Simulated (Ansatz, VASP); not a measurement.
**One calculation of SnO2, two programs**

The input POSCAR:

```
SnO2
1.0
    0.0000000000      2.5461343061      2.5309628008
    2.5461343061      0.0000000000      2.5309628008
    2.5461343061      2.5461343061      0.0000000000
Sn O
1 2
Direct
    0.0000000000      0.0000000000      0.0000000000
    0.2500000000      0.2500000000      0.2500000000
    0.7500000000      0.7500000000      0.7500000000
```

The input INCAR.step1:

```
SYSTEM = SnO2
PREC = Accurate
ENCUT = 910
ISMEAR = 0
SIGMA = 0.01
LREAL = .FALSE.
LASPH = .TRUE.
NELM = 120
NBANDS = 20
GGA = PE
ALGO = Normal
EDIFF = 1E-5
LWAVE = .TRUE.
LCHARG = .FALSE.
GGA_COMPAT = .FALSE.
```

Contents of INCAR.step2:

```
SYSTEM = SnO2
PREC = Accurate
ENCUT = 910
EDIFF = 1E-6
ISMEAR = 0
SIGMA = 0.01
LREAL = .FALSE.
LASPH = .TRUE.
NELM = 120
ALGO = Normal
ISIF = 2
LWAVE = .FALSE.
LCHARG = .TRUE.
METAGGA = R2SCAN
LMIXTAU = .TRUE.
LELF = .TRUE.
LVHAR = .TRUE.
NBANDS = 20
ISTART = 1
GGA_COMPAT = .FALSE.
```

Contents of KPOINTS:

```
regular mesh
0
G
  8 8 8
  0 0 0
```

Input for Ansatz:

```yaml
crystal:
  lattice:
    - [0.0, 2.5461343061, 2.5309628008]
    - [2.5461343061, 0.0, 2.5309628008]
    - [2.5461343061, 2.5461343061, 0.0]
  atoms:
    - { symbol: Sn, position: [0.0, 0.0, 0.0] }
    - { symbol: O, position: [0.25, 0.25, 0.25] }
    - { symbol: O, position: [0.75, 0.75, 0.75] }
kpoints:
  mp_grid: { grid: [8, 8, 8] }
  band_path:
    path:
      - [0.0, 0.0, 0.0]
      - [0.5, 0.0, 0.5]
      - [0.625, 0.25, 0.625]
      - [0.375, 0.375, 0.75]
      - [0.5, 0.5, 0.5]
      - [0.5, 0.25, 0.75]
    npoints: 1
hamiltonian:
  xc: r2scan
scf:
  occupations: { method: fixed }
  n_extra_bands: 4
output:
  forces: true
  stress: true
  eigenvalues: true
```

Change from the starting cell: epitaxial_xy strain +0.5%.

Alike in both runs: task single point; functional r2SCAN; k mesh 8 × 8 × 8; no spin polarisation.

|  | VASP | Ansatz |
| --- | --- | --- |
| version | VASP 6.6.1 | Ansatz 0.2.0 |
| potentials or method | VASP PAW PBE potentials, release 64 (Sn_d, O_h) | plane waves, PAW |
| plane-wave cutoff (eV) | 910 | 500 |
| occupations | gaussian, width 0.01 eV | fixed |
| valence electrons in the cell | 26 | 26 |

```csv
,VASP,Ansatz,Ansatz less VASP
gap on the k mesh at the Fermi level (eV),0.75,0.73,-0.021
```

VASP's potentials were made for PBE, not for r2SCAN.

Noted on VASP's run: the cutoff is short for stress, so the pressure is rough.
